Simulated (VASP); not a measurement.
Set up this calculation in VASP 6.6.1, as the native input.

```
Task                   : single point
Functional             : r2SCAN
Potentials or basis    : VASP PAW PBE potentials, release 64 (W_sv, Se)
Cutoff                 : 520 eV
k mesh                 : 12 × 12 × 2
Occupations            : gaussian, width 0.05 eV
Spin                   : no spin polarisation
Dipole correction      : no
Further INCAR settings : ALGO = Normal; EDIFF = 1e-07; NBANDS = 20
```

The system is WSe2, a slab with vacuum.

```
W Se
1.0
     3.26465    0.00000    0.00000
    -1.63232    2.82727    0.00000
     0.00000    0.00000   16.65868
W Se
1 2
Direct
  0.00000 0.00000 0.00000
  0.33333 0.66667 0.09970
  0.33333 0.66667 0.90030
```

This cell differs from its parent crystal: strain -0.015 along x and y, +0.000 along z.

One way to write it, as run:

POSCAR

```
WSe2
1.0
    3.2646481581      0.0000000000      0.0000000000
   -1.6323240791      2.8272682393      0.0000000000
    0.0000000000      0.0000000000     16.6586762063
W Se
1 2
Direct
    0.0000000000      0.0000000000      0.0000000000
    0.3333333333      0.6666666667      0.0997031682
    0.3333333333      0.6666666667      0.9002968318
```

INCAR.step1

```
SYSTEM = WSe2
ALGO = Normal ; EDIFF = 1E-4
ENCUT = 520 ; GGA = PE
ISMEAR = 0 ; LASPH = .TRUE.
LCHARG = .FALSE. ; LREAL = .FALSE.
LWAVE = .TRUE. ; NBANDS = 20
NELM = 100 ; PREC = Accurate
SIGMA = 0.05
```

INCAR.step2

```
SYSTEM = WSe2
ALGO = Normal ; EDIFF = 1E-7
ENCUT = 520 ; ISIF = 2
ISMEAR = 0 ; ISTART = 1
LASPH = .TRUE. ; LCHARG = .FALSE.
LMIXTAU = .TRUE. ; LREAL = .FALSE.
LWAVE = .FALSE. ; METAGGA = R2SCAN
NBANDS = 20 ; NELM = 100
PREC = Accurate ; SIGMA = 0.05
```

KPOINTS

```
k-points
0
G
  12 12 2
  0 0 0
```

Potentials or basis: VASP PAW PBE potentials, release 64 (W_sv, Se).

Run with:

```bash
$ cat potpaw_PBE.64/W_sv/POTCAR potpaw_PBE.64/Se/POTCAR > POTCAR
$ cp INCAR.step1 INCAR
$ mpirun -np 1 vasp_std > vasp.out
$ cp INCAR.step2 INCAR
$ mpirun -np 1 vasp_std > vasp.out
```

Results of the run:

* Largest force: 0.390 eV/Å
* Band gap on the k mesh: 1.81 eV

Caveat: the cell differs from its parent crystal (strain -0.015 along x and y, +0.000 along z); the PAW data sets were made with another functional, which shifts forces and pressure a little; spin-orbit coupling is left out, which moves the levels of the heavy elements.

Wall time 3.7 min on 1 thread of Intel(R) Xeon(R) 6975P-C (Granite Rapids), with other jobs on the host, peak memory 0.35 GiB.
